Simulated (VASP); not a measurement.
Crystal: Al2O3.

```
Al O
1.0
     3.01748    0.00000    0.00000
    -1.50874    2.61322    0.00000
     0.00000    0.00000    7.57464
Al O
2 3
Direct
  0.00000 0.00000 0.27795
  0.00000 0.00000 0.72205
  0.33333 0.66667 0.19945
  0.66667 0.33333 0.80055
  0.00000 0.00000 0.50000
```

* Program: VASP 6.6.1
* Task: relaxation of cell and atoms
* Functional: PBEsol
* Potentials or basis: VASP PAW PBE potentials, release 64 (Al, O)
* Cutoff: 600 eV
* k mesh: 12 × 12 × 4
* Occupations: gaussian, width 0.01 eV
* Spin: no spin polarisation

At the start: pressure -3.7 GPa; volume 11.95 Å³/atom.

**Question.** Where does the relaxation end?

**Answer.** Over 22 steps the energy falls by 3.7 meV/atom and the volume is 11.92 Å³/atom (-0.2 %); space group P-3m1 (No. 164, to 0.05 Å).

Step by step:
```csv
step,energy change (eV),largest force (eV/Å),pressure (GPa),volume (Å³)
1,0.0000,0.1896,-3.70,59.73
2,-0.0039,0.2145,3.62,57.37
3,-0.0166,0.0661,0.07,58.45
4,-0.0161,0.2630,-0.05,58.39
5,-0.0172,0.0714,0.02,58.43
6,-0.0175,0.0157,0.02,58.42
7,-0.0175,0.0187,0.02,58.42
8,-0.0176,0.0178,0.04,58.43
9,-0.0177,0.0151,0.07,58.47
10,-0.0179,0.0097,0.15,58.54
11,-0.0181,0.0203,0.29,58.69
12,-0.0182,0.0535,0.59,58.98
13,-0.0182,0.0524,0.59,58.98
14,-0.0182,0.0503,0.58,58.99
15,-0.0182,0.0460,0.56,59.02
16,-0.0183,0.0373,0.52,59.07
17,-0.0184,0.0272,0.46,59.18
18,-0.0186,0.0294,0.33,59.39
19,-0.0185,0.0790,0.07,59.82
20,-0.0186,0.0335,0.24,59.53
21,-0.0186,0.0245,0.19,59.55
22,-0.0187,0.0095,0.09,59.61
```

Final structure:
```xyz
5
Lattice="2.9879 0.0000 0.0000 -1.4939 2.5876 0.0000 0.0000 0.0000 7.7097" Properties=species:S:1:pos:R:3 pbc="T T T"
Al    0.0000    0.0000    2.1817
Al    0.0000    0.0000    5.5281
O     0.0000    1.7250    1.5887
O     1.4939    0.8625    6.1210
O     0.0000    0.0000    3.8549
```

Caveat: the PAW data sets were made with another functional, which shifts forces and pressure a little.
